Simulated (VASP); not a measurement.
# Te (P3_121) in VASP: further runs

Te is run at these levels: PBE+D3(BJ); tasks: single point.

All numbers are computed with VASP 6.6.1; they aren't measurements. Logs are shortened: lines on timing, memory, paths and dates and some standing lists are left out, and cuts for length are marked.

## 1. The cell of the first run

It takes space group P3_121 (No. 152, trigonal). Conventional cell: a = 4.187 Å, b = 4.187 Å, c = 5.967 Å, α = 90.00°, β = 90.00°, γ = 120.00°. Within 3.8 Å of Te (site symmetry 2) lie 6 Te at 2.92 to 3.25 Å.

## 2. Single point, PBE+D3(BJ) (30.19 Å³/atom)

Input file INCAR:

```
SYSTEM = Te
PREC = Accurate
ENCUT = 520
EDIFF = 1E-7
ISMEAR = 0
SIGMA = 0.1
LREAL = .FALSE.
LASPH = .TRUE.
NELM = 60
ALGO = Fast
ISIF = 2
LWAVE = .FALSE.
LCHARG = .FALSE.
GGA = PE
IVDW = 12
NBANDS = 16
```

Input file KPOINTS:

```
Automatic mesh
0
G
  12 12 8
  0 0 0
```

Input file POSCAR:

```
Te
1.0
    4.1867291433      0.0000000000      0.0000000000
   -2.0933645717      3.6258137969      0.0000000000
    0.0000000000      0.0000000000      5.9666476637
Te
3
Direct
    0.2945923692      0.0000000000      0.3333333333
    0.0000000000      0.2945923692      0.6666666667
    0.7054076308      0.7054076308      0.0000000000
```

Potentials or basis: VASP PAW PBE potentials, release 64 (Te).

Launch:

```
$ cat potpaw_PBE.64/Te/POTCAR > POTCAR
$ mpirun -np 1 vasp_std > vasp.out
```

OUTCAR:

```text
SYSTEM = Te
   PREC = Accurate
   ENCUT = 520
   EDIFF = 1E-7
   ISMEAR = 0
   LREAL = .FALSE.
   LASPH = .TRUE.
   NELM = 60
   ISIF = 2
   GGA = PE
   IVDW = 12
 IVDW          = 12

 ion  position               nearest neighbor table
   1  0.295  0.000  0.333-   3 2.92   2 2.92   3 3.25   3 3.25   2 3.25   2 3.25
   2  0.000  0.295  0.667-   3 2.92   1 2.92   3 3.25   3 3.25   1 3.25   1 3.25
   3  0.705  0.705  0.000-   1 2.92   2 2.92   2 3.25   1 3.25   1 3.25   2 3.25

  LATTYP: Found a hexagonal cell.
 ALAT       =     4.1867291433
 C/A-ratio  =     1.4251334298

  Lattice vectors:

 A1 = (   4.1867291433,   0.0000000000,   0.0000000000)
 A2 = (  -2.0933645717,   3.6258137969,   0.0000000000)
 A3 = (   0.0000000000,   0.0000000000,   5.9666476637)

Analysis of symmetry for initial positions (statically):
=====================================================================
 Subroutine PRICEL returns:
 Original cell was already a primitive cell.

 Routine SETGRP: Setting up the symmetry group for a
 hexagonal supercell.

 Subroutine GETGRP returns: Found  6 space group operations
 (whereof  2 operations were pure point group operations)
 out of a pool of 24 trial point group operations.

The static configuration has the point symmetry C_2 .
 The point group associated with its full space group is D_3 .

Analysis of symmetry for dynamics (positions and initial velocities):
=====================================================================
 Subroutine PRICEL returns:
 Original cell was already a primitive cell.

 Routine SETGRP: Setting up the symmetry group for a
 hexagonal supercell.

 Subroutine GETGRP returns: Found  6 space group operations
 (whereof  2 operations were pure point group operations)
 out of a pool of 24 trial point group operations.

The dynamic configuration has the point symmetry C_2 .
 The point group associated with its full space group is D_3 .

 Subroutine INISYM returns: Found  6 space group operations
 (whereof  2 operations are pure point group operations),
 and found     1 'primitive' translations

----------------------------------------------------------------------------------------

                                     Primitive cell

  volume of cell :      90.5755

  direct lattice vectors                    reciprocal lattice vectors
     4.186729143  0.000000000  0.000000000     0.238849939  0.137900077  0.000000000
    -2.093364572  3.625813797  0.000000000     0.000000000  0.275800153  0.000000000
     0.000000000  0.000000000  5.966647664     0.000000000  0.000000000  0.167598299

  length of vectors
     4.186729143  4.186729143  5.966647664     0.275800153  0.275800153  0.167598299

  position of ions in fractional coordinates (direct lattice)
     0.294592369  0.000000000  0.333333333
     1.000000000  0.294592369  0.666666667
     0.705407631  0.705407631  0.000000000

  ion indices of the primitive-cell ions
   primitive index   ion index
                 1           1
                 2           2
                 3           3

----------------------------------------------------------------------------------------

 KPOINTS: Automatic mesh

Automatic generation of k-mesh.
 Grid dimensions read from file:
 generate k-points for:   12   12    8

 Generating k-lattice:

  Cartesian coordinates                     Fractional coordinates (reciprocal lattice)
     0.019904162  0.011491673  0.000000000     0.083333333  0.000000000  0.000000000
     0.000000000  0.022983346  0.000000000     0.000000000  0.083333333  0.000000000
     0.000000000  0.000000000  0.020949787     0.000000000  0.000000000  0.125000000

  Length of vectors
     0.022983346  0.022983346  0.020949787

  Shift w.r.t. Gamma in fractional coordinates (k-lattice)
     0.000000000  0.000000000  0.000000000

 Subroutine IBZKPT returns following result:
 ===========================================

 Found    131 irreducible k-points:

 Following reciprocal coordinates:
            Coordinates               Weight
  0.000000  0.000000  0.000000      1.000000
  0.083333  0.000000  0.000000      6.000000
  0.166667  0.000000  0.000000      6.000000
  0.250000  0.000000  0.000000      6.000000
  0.333333  0.000000  0.000000      6.000000
  0.416667  0.000000  0.000000      6.000000
[... 16 lines left out ...]
  0.166667  0.000000  0.125000      6.000000
  0.000000  0.166667  0.125000      6.000000
 [... further k-points ...]
   k-points           NKPTS =    131   k-points in BZ     NKDIM =    131   number of bands    NBANDS=     16
   number of dos      NEDOS =    301   number of ions     NIONS =      3
   total plane-waves  NPLWV =  49152
   dimension x,y,z NGX =    32 NGY =   32 NGZ =   48
   dimension x,y,z NGXF=    64 NGYF=   64 NGZF=   96
   ions per type =               3
   NGX,Y,Z   is equivalent  to a cutoff of  12.71, 12.71, 13.37 a.u.
   NGXF,Y,Z  is equivalent  to a cutoff of  25.41, 25.41, 26.75 a.u.
 SYSTEM =  Te
   PREC   = accura    normal or accurate (medium, high low for compatibility)
   ISTART =      0    job   : 0-new  1-cont  2-samecut
   ICHARG =      2    charge: 1-file 2-atom 10-const
   ISPIN  =      1    spin polarized calculation?
   LNONCOLLINEAR =      F non collinear calculations
   LSORBIT =      F    spin-orbit coupling
   LASPH  =      T    aspherical Exc in radial PAW
   ENCUT  =  520.0 eV  38.22 Ry    6.18 a.u.   7.78  7.78 11.09*2*pi/ulx,y,z
   NELM   =     60;   NELMIN=  2; NELMDL= -5     # of ELM steps
   EDIFF  = 0.1E-06   stopping-criterion for ELM
   LREAL  =      F    real-space projection
   EDIFFG = 0.1E-05   stopping-criterion for IOM
   NSW    =      0    number of steps for IOM
   IBRION =     -1    ionic relax: 0-MD 1-quasi-New 2-CG
   NFREE  =      0    steps in history (QN), initial steepest desc. (CG)
   ISIF   =      2    stress and relaxation
   ISYM   =      2    0-nonsym 1-usesym 2-fastsym
   POTIM  = 0.5000    time-step for ionic-motion
   TEBEG  =    0.0;   TEEND  =   0.0 temperature during run
   PSTRESS=    0.0 pullay stress
   NELECT =      18.0000    total number of electrons
   NUPDOWN=      -1.0000    fix difference up-down
   EMIN   =  10.00;   EMAX   =-10.00  energy-range for DOS
   EFERMI =   0.00;   METHOD = LEGACY
   ISMEAR =     0;   SIGMA  =   0.10  broadening in eV -4-tet -1-fermi 0-gaus
   EFERMI_NEDOS =   21; number of points for ismear=-14 and -15
   IALGO  =     68    algorithm
   IMIX   =      4    mixing-type and parameters
     AMIX     =   0.40;   BMIX     =  1.00
     AMIX_MAG =   1.60;   BMIX_MAG =  1.00
  volume/ion in A,a.u.               =      30.19       203.74
  Fermi-wavevector in a.u.,A,eV,Ry     =   0.955349  1.805348 12.417926  0.912692
  Thomas-Fermi vector in A             =   2.084179
   LORBIT       =      0    0 simple, 1 ext, 2 COOP (PROOUT), +10 PAW based schemes
   GGA     = PE    functional components
   LHFCALC =     F    Hartree Fock is set to
   AEXX    =    0.0000 exact exchange contribution
   IVDW    =    12    specifies the selected vdW correction
   LEPSILON=     F    determine dielectric tensor
   LRPA    =     F    only Hartree local field effects (RPA)
 non-spin polarized calculation
 RMM-DIIS sequential band-by-band and
 Gauss-broadening in eV      SIGMA  =   0.10
  energy-cutoff  :      520.00
  volume of cell :       90.58
 maximum number of plane-waves:      2463
   NGX = 15   NGY = 15   NGZ = 23

 number of electron      17.9999999 magnetization

 Free energy of the ion-electron system (eV)
  ---------------------------------------------------
  ext. energy  EPLUGINS =         0.00000000
  ---------------------------------------------------
  free energy    TOTEN  =        -9.24695273 eV

  energy without entropy =       -9.24656299  energy(sigma->0) =       -9.24675786

 E-fermi :   7.4900     XC(G=0):  -9.6345

 val. band max:        7.4271305307   @ k =   0.3333   0.3333   0.5000
 cond. band min:       7.4966145843   @ k =   0.3333   0.3333   0.5000
 fundamental gap:      0.0694840536
 Fermi energy:         7.4900058964

 k-point     1 :       0.0000    0.0000    0.0000
  band No.  band energies     occupation
      1      -6.7898      2.00000
      2      -3.2490      2.00000
      3      -3.2490      2.00000
      4       4.6636      2.00000
      5       5.0375      2.00000
      6       5.0375      2.00000
[... 8 lines left out ...]
     15      13.5650      0.00000
     16      13.5651      0.00000

 k-point     2 :       0.0833    0.0000    0.0000
  band No.  band energies     occupation
      1      -6.7264      2.00000
      2      -3.2422      2.00000
      3      -3.2227      2.00000
      4       3.9856      2.00000
      5       4.5299      2.00000
      6       4.6983      2.00000
[... 8 lines left out ...]
     15      13.5170      0.00000
     16      13.7083      0.00000

 k-point     3 :       0.1667    0.0000    0.0000
  band No.  band energies     occupation
      1      -6.5387      2.00000
      2      -3.2495      2.00000
      3      -3.1444      2.00000
      4       3.0232      2.00000
      5       3.8570      2.00000
      6       4.2572      2.00000
[... 8 lines left out ...]
     15      13.5613      0.00000
     16      14.1738      0.00000

 k-point     4 :       0.2500    0.0000    0.0000
  band No.  band energies     occupation
      1      -6.2349      2.00000
      2      -3.3417      2.00000
      3      -3.0242      2.00000
      4       2.3191      2.00000
      5       3.2306      2.00000
      6       3.8539      2.00000
[... 8 lines left out ...]
     15      13.9786      0.00000
     16      14.8335      0.00000

 k-point     5 :       0.3333    0.0000    0.0000
  band No.  band energies     occupation
      1      -5.8340      2.00000
      2      -3.5885      2.00000
      3      -2.8880      2.00000
      4       1.9991      2.00000
      5       2.7291      2.00000
      6       3.5386      2.00000
[... 8 lines left out ...]
     15      14.7783      0.00000
     16      15.4610      0.00000

 k-point     6 :       0.4167    0.0000    0.0000
  band No.  band energies     occupation
      1      -5.3871      2.00000
      2      -3.9687      2.00000
      3      -2.7767      2.00000
      4       2.0262      2.00000
      5       2.4606      2.00000
      6       3.3128      2.00000
[... 8 lines left out ...]
     15      15.8806      0.00000
     16      16.1444      0.00000
[... 267 lines left out ...]
 k-point    21 :       0.0833    0.0000    0.1250
  band No.  band energies     occupation
      1      -6.6683      2.00000
      2      -3.9921      2.00000
      3      -2.4398      2.00000
      4       3.8522      2.00000
      5       4.6635      2.00000
      6       4.9074      2.00000
[... 8 lines left out ...]
     15      13.1130      0.00000
     16      13.5872      0.00000

 k-point    22 :       0.0000    0.0833    0.1250
  band No.  band energies     occupation
      1      -6.6679      2.00000
      2      -3.9982      2.00000
      3      -2.4282      2.00000
      4       4.0605      2.00000
      5       4.2127      2.00000
      6       4.7093      2.00000
[... 8 lines left out ...]
     15      13.1620      0.00000
     16      13.7332      0.00000

 k-point    23 :       0.1667    0.0000    0.1250
  band No.  band energies     occupation
      1      -6.4831      2.00000
      2      -3.8815      2.00000
      3      -2.5238      2.00000
      4       3.0771      2.00000
      5       4.2223      2.00000
      6       4.3599      2.00000
[... 8 lines left out ...]
     15      13.2535      0.00000
     16      13.5800      0.00000

 k-point    24 :       0.0000    0.1667    0.1250
  band No.  band energies     occupation
      1      -6.4799      2.00000
      2      -3.9323      2.00000
      3      -2.4308      2.00000
      4       3.0980      2.00000
      5       3.4977      2.00000
      6       4.2540      2.00000
[... 8 lines left out ...]
     15      13.6147      0.00000
     16      14.1870      0.00000

 [... further k-points ...]

------------------------ aborting loop because EDIFF is reached ----------------------------------------

 Edisp (eV)   -1.46044

 E8    (eV) :    -0.6708

  FORCE on cell =-STRESS in cart. coord.  units (eV):
  Direction    XX          YY          ZZ          XY          YZ          ZX
  --------------------------------------------------------------------------------------
  -------------------------------------------------------------------------------------
  Total       1.40886     1.40886     1.44934    -0.00000     0.00000    -0.00000
  in kB      24.92105    24.92105    25.63712    -0.00000     0.00000    -0.00000
  external pressure =       25.16 kB  Pullay stress =        0.00 kB

 VOLUME and BASIS-vectors are now :
 -----------------------------------------------------------------------------
  energy-cutoff  :      520.00
  volume of cell :       90.58
      direct lattice vectors                 reciprocal lattice vectors
     4.186729143  0.000000000  0.000000000     0.238849939  0.137900077  0.000000000
    -2.093364572  3.625813797  0.000000000     0.000000000  0.275800153  0.000000000
     0.000000000  0.000000000  5.966647664     0.000000000  0.000000000  0.167598299

 POSITION                                       TOTAL-FORCE (eV/Angst)
 -----------------------------------------------------------------------------------
      1.23338      0.00000      1.98888         0.018140     -0.000000      0.000000
     -0.61669      1.06814      3.97777        -0.009070      0.015710     -0.000000
      1.47668      2.55768      0.00000        -0.009070     -0.015710      0.000000
 -----------------------------------------------------------------------------------
    total drift:                                0.000000     -0.000000     -0.000000

  FREE ENERGIE OF THE ION-ELECTRON SYSTEM (eV)
  ---------------------------------------------------
  free  energy   TOTEN  =       -10.7073904213 eV

  energy  without entropy=      -10.7070006781  energy(sigma->0) =      -10.70719555
```

Wall time 2.3 min (1 thread of Oxide Virtual Turin-like, shared host); peak memory 0.29 GiB.

Results:

* Free energy: -10.7074 eV
* Pressure: 2.5 GPa
* Largest force: 0.018 eV/Å
* Band gap on the k mesh: zero (filled and empty bands touch)
* Dispersion energy per atom: -0.487 eV

Forces in eV/Å, atoms in the order of the input:
```
Te   0.018  0.000  0.000
Te  -0.009  0.016  0.000
Te  -0.009 -0.016  0.000
```

Caveat: spin-orbit coupling is left out, which moves the levels of the heavy elements.

## 3. Single point, PBE+D3(BJ)

This run uses another cell than the first one, of 32.12 Å³/atom.

Input file INCAR:

```
ALGO = Fast ; EDIFF = 1E-6
ENCUT = 520 ; GGA = PE
ISIF = 2 ; ISMEAR = 0
IVDW = 12 ; LASPH = True
LCHARG = False ; LREAL = False
LWAVE = False ; NBANDS = 16
NELM = 80 ; PREC = Accurate
SIGMA = 0.1
```

Input file KPOINTS:

```
k-points
0
Gamma
  12 12 8
```

Input file POSCAR:

```
Te
1.0
    4.3186088734      0.0000000000      0.0000000000
   -2.1593044367      3.7400249934      0.0000000000
    0.0000000000      0.0000000000      5.9657427892
Te
3
Direct
    0.2847388758      0.0000000000      0.3333333333
    0.0000000000      0.2847388758      0.6666666667
    0.7152611242      0.7152611242      0.0000000000
```

Potentials or basis: VASP PAW PBE potentials, release 64 (Te).

Launch:

```
$ cat potpaw_PBE.64/Te/POTCAR > POTCAR
$ mpirun -np 1 vasp_std > vasp.out
```

OUTCAR:

```text
EDIFF = 1E-6
   ENCUT = 520
   GGA = PE
   ISIF = 2
   ISMEAR = 0
   IVDW = 12
   LASPH = True
   LREAL = False
   NELM = 80
   PREC = Accurate
 IVDW          = 12

 ion  position               nearest neighbor table
   1  0.285  0.000  0.333-   3 2.91   2 2.91   3 3.35   3 3.35   2 3.35   2 3.35
   2  0.000  0.285  0.667-   3 2.91   1 2.91   3 3.35   3 3.35   1 3.35   1 3.35
   3  0.715  0.715  0.000-   1 2.91   2 2.91   1 3.35   2 3.35   2 3.35   1 3.35

  LATTYP: Found a hexagonal cell.
 ALAT       =     4.3186088734
 C/A-ratio  =     1.3814038187

[... 651 lines left out ...]

 Edisp (eV)   -1.36905

 E8    (eV) :    -0.6289

  FORCE on cell =-STRESS in cart. coord.  units (eV):
  Direction    XX          YY          ZZ          XY          YZ          ZX
  --------------------------------------------------------------------------------------
  -------------------------------------------------------------------------------------
  Total      -0.02741    -0.02741     0.02125    -0.00000     0.00000    -0.00000
  in kB      -0.45569    -0.45569     0.35328    -0.00000     0.00000    -0.00000
  external pressure =       -0.19 kB  Pullay stress =        0.00 kB

 VOLUME and BASIS-vectors are now :
 -----------------------------------------------------------------------------
  energy-cutoff  :      520.00
  volume of cell :       96.36
      direct lattice vectors                 reciprocal lattice vectors
     4.318608873  0.000000000  0.000000000     0.231556047  0.133688946  0.000000000
    -2.159304437  3.740024993  0.000000000     0.000000000  0.267377892  0.000000000
     0.000000000  0.000000000  5.965742789     0.000000000  0.000000000  0.167623720

 POSITION                                       TOTAL-FORCE (eV/Angst)
 -----------------------------------------------------------------------------------
      1.22968      0.00000      1.98858         0.011683      0.000000     -0.000000
     -0.61484      1.06493      3.97716        -0.005841      0.010117     -0.000000
      1.54447      2.67509      0.00000        -0.005841     -0.010117      0.000000
 -----------------------------------------------------------------------------------
    total drift:                                0.000000     -0.000000      0.000000

  FREE ENERGIE OF THE ION-ELECTRON SYSTEM (eV)
  ---------------------------------------------------
  free  energy   TOTEN  =       -10.7462191911 eV

  energy  without entropy=      -10.7459494245  energy(sigma->0) =      -10.74608431
```

stdout:

```text
POSCAR found type information on POSCAR Te
 POSCAR found :  1 types and       3 ions
 scaLAPACK will be used
 LDA part: xc-table for (Slater+PW92), standard interpolation
 POSCAR, INCAR and KPOINTS ok, starting setup
 FFT: planning ... GRIDC
 FFT: planning ... GRID_SOFT
 FFT: planning ... GRID
 WAVECAR not read
 entering main loop
```

Run time: 2.9 min. Hardware: 1 thread of Oxide Virtual Turin-like, shared host; peak memory 0.29 GiB.

What came out:

* Free energy: -10.7462 eV
* Pressure: 0.0 GPa
* Largest force: 0.012 eV/Å
* Band gap on the k mesh: 0.02 eV
* Dispersion energy per atom: -0.456 eV

Forces in eV/Å, atoms in the order of the input:
```
Te   0.012  0.000  0.000
Te  -0.006  0.010  0.000
Te  -0.006 -0.010  0.000
```

Caveat: the smearing spreads over this small gap; spin-orbit coupling is left out, which moves the levels of the heavy elements.

[end of part 1 of 2]

The gap in the log of VASP goes by the Fermi energy; the results here count the filled bands.